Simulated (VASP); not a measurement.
A run of VASP 6.6.1 is set up as follows.

POSCAR

```
BAs
1.0
    0.0000000000      2.3919223272      2.3919223272
    2.3919223272      0.0000000000      2.3919223272
    2.3919223272      2.3919223272      0.0000000000
B As
1 1
Direct
    0.0000000000      0.0000000000      0.0000000000
    0.7500000000      0.7500000000      0.7500000000
```

File INCAR.step1:

```
ALGO = Normal ; EDIFF = 1E-4
ENCUT = 520 ; GGA = PE
ISMEAR = -1 ; LASPH = True
LCHARG = False ; LREAL = False
LWAVE = True ; NBANDS = 11
NELM = 60 ; PREC = Accurate
SIGMA = 0.1
```

File INCAR.step2:

```
ALGO = Normal ; EDIFF = 1E-6
ENCUT = 520 ; ISIF = 2
ISMEAR = -1 ; ISTART = 1
LASPH = True ; LCHARG = False
LMIXTAU = True ; LREAL = False
LWAVE = False ; METAGGA = R2SCAN
NBANDS = 11 ; NELM = 60
PREC = Accurate ; SIGMA = 0.1
```

Contents of KPOINTS:

```
k-points
0
Gamma
  12 12 12
```

Potentials or basis: VASP PAW PBE potentials, release 64 (B, As).

Run with:

```sh
$ cat potpaw_PBE.64/B/POTCAR potpaw_PBE.64/As/POTCAR > POTCAR
$ cp INCAR.step1 INCAR
$ mpirun -np 1 vasp_std > vasp.out
$ cp INCAR.step2 INCAR
$ mpirun -np 1 vasp_std > vasp.out
```

(1) Predict the band gap on the k mesh.

(2) Predict the pressure.

Answers

(1) 1.38 eV, indirect (least direct gap 3.44 eV).

(2) 0.2 GPa.

Caveat: the PAW data sets were made with another functional, which shifts forces and pressure a little.
